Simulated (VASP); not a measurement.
Runs of VASP 6.6.1 on TlPdCl3. The structure is that of space group Pm-3m (No. 221), or close to it. The cells are those of the table. The cell was generated, and may not be a known phase.

```tsv
task	spin	cell	cutoff (eV)	gap on the mesh (eV)	pressure (GPa)	moment (μB)
single point	collinear	a = 5.329 Å, 5 atoms	520	none	0.4	0.63
relaxation of cell and atoms	off	relaxed from a = 4.607 Å, 5 atoms	600	none	-0.1	-
single point	off	a = 4.607 Å, 5 atoms	520	none	(a)	-
single point	collinear	a = 4.607 Å, 5 atoms	520	none	33.7	0.25
single point	off	a = 5.329 Å, 5 atoms	520	none	(b)	-
```

Alike in all rows: level PBE; potentials or basis VASP PAW PBE potentials, release 64 (Tl_d, Pd, Cl); k mesh 4 × 4 × 4; smearing gaussian 0.1 eV.

Estimate the missing entries.

(a) 33.6; (b) 0.3.

Caveats: spin-orbit coupling is left out, which moves the levels of the heavy elements; a moment this small can come from the mesh or the smearing (at least some runs); the cell stands under pressure (at least some runs).

A k mesh can miss the band edges, and the runs leave out spin-orbit coupling on Pd, Tl.

A gap of «none» marks levels without a gap at the run's occupations.
